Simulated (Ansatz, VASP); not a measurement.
# One calculation of WS2, two programs

```
W S
1.0
     3.20460    0.00000    0.00000
    -1.60230    2.77526    0.00000
     0.00000    0.00000   17.06284
W S
1 2
Direct
  0.00000 0.00000 0.00000
  0.33333 0.66667 0.09200
  0.33333 0.66667 0.90800
```

Change from the starting cell: volume scaled by 1.02.

Alike in both runs: task single point; functional PBE; k mesh 10 × 10 × 2; occupations fermi-dirac, width 0.05 eV; no spin polarisation.

|  | VASP | Ansatz |
| --- | --- | --- |
| version | VASP 6.6.1 | Ansatz 0.2.0 |
| potentials or method | VASP PAW PBE potentials, release 64 (W_sv, S), cutoff 520 eV | all-electron LAPW, scalar-relativistic |

Ansatz gave:

```
gap on the k mesh at the Fermi level (eV) : 1.94
least direct gap on the mesh (eV)         : 2.10
rms of the force components (eV/Å)        : 0.040
```

Problem. Which values does VASP return?

Solution. gap on the k mesh at the Fermi level (eV): 1.95; least direct gap on the mesh (eV): 2.10; rms of the force components (eV/Å): 0.041.

Atom by atom the forces differ by 0.001 eV/Å (rms over components). Ansatz ran all-electron here, and VASP with PAW potentials.

Spin-orbit coupling is off throughout.
